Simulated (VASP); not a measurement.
Wanted: the native input for a VASP 6.6.1 run.

```yaml
Task: single point
Functional: PBE
Potentials_or_basis: VASP PAW PBE potentials, release 64 (Sc_sv)
Cutoff: 500 eV
k_mesh: 16 × 16 × 16
Occupations: fermi-dirac, width 0.05 eV
Spin: no spin polarisation
Dipole_correction: no
Further_INCAR_settings: ALGO = Normal; EDIFF = 1e-06; NBANDS = 18
```

The structure of Sc lies in POSCAR:

```
Sc
1.0
   -2.2958704596      2.2958704596      1.3871174528
    2.2958704596     -2.2958704596      1.3871174528
    2.2958704596      2.2958704596     -1.3871174528
Sc
2
Direct
   -0.3750000000     -0.1250000000     -0.2500000000
    0.3750000000      0.1250000000      0.2500000000
```

One way to write it, as run:

INCAR

```
SYSTEM = Sc
PREC = Accurate
ENCUT = 500
EDIFF = 1E-6
ISMEAR = -1
SIGMA = 0.05
LREAL = .FALSE.
LASPH = .TRUE.
NELM = 120
ALGO = Normal
ISIF = 2
LWAVE = .FALSE.
LCHARG = .TRUE.
GGA = PE
LELF = .TRUE.
LVHAR = .TRUE.
NBANDS = 18
GGA_COMPAT = .FALSE.
```

KPOINTS

```
Automatic mesh
0
G
  16 16 16
  0 0 0
```

Potentials or basis: VASP PAW PBE potentials, release 64 (Sc_sv).

Run with:

```sh
$ cat potpaw_PBE.64/Sc_sv/POTCAR > POTCAR
$ mpirun -np 1 vasp_std > vasp.out
```

It gave:

```
Pressure               : 52.0 GPa
Band gap on the k mesh : zero (bands 11 and 12 overlap by 2.49 eV)
```

Caveat: the cell stands under pressure.

Wall time 3.2 min on 1 thread of Oxide Virtual Turin-like Processor, on a shared host, peak memory 0.24 GiB.
